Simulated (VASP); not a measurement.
Write the native input for VASP 6.6.1 that does the following.

| Property | Result |
| --- | --- |
| Task | single point |
| Functional | LDA |
| Potentials or basis | VASP PAW LDA potentials, release 64 (C) |
| Cutoff | 520 eV |
| k mesh | 12 × 12 × 12 |
| Occupations | fermi-dirac, width 0.05 eV |
| Spin | no spin polarisation |
| Dipole correction | no |
| Further INCAR settings | ALGO = Normal; EDIFF = 1e-07; NBANDS = 16 |

The structure of C lies in POSCAR:

```
C
1.0
    1.2249114179      0.7072029369      8.2270254061
   -1.2249114179      0.7072029369      8.2270254061
    0.0000000000     -1.4144058737      8.2270254061
C
4
Direct
    0.0871730800      0.0871730800      0.0871730800
    0.7538500600      0.7538500600      0.7538500600
    0.2461499400      0.2461499400      0.2461499400
    0.9128269200      0.9128269200      0.9128269200
```

The input as run:

INCAR

```
PREC = Accurate
ENCUT = 520
EDIFF = 1E-7
ISMEAR = -1
SIGMA = 0.05
LREAL = False
LASPH = True
NELM = 60
ALGO = Normal
ISIF = 2
LWAVE = False
LCHARG = False
GGA = CA
NBANDS = 16
```

KPOINTS

```
regular mesh
0
Gamma
  12 12 12
```

Potentials or basis: VASP PAW LDA potentials, release 64 (C).

Command:

```bash
$ cat potpaw_LDA.64/C/POTCAR > POTCAR
$ mpirun -np 1 vasp_std > vasp.out
```

Results of the run:

| Property | Result |
| --- | --- |
| Pressure | -1.0 GPa |
| Largest force | 0.009 eV/Å |

Wall time 13 min on 1 thread of AMD EPYC 9R45 (Zen 5), on a shared host, peak memory 0.39 GiB.
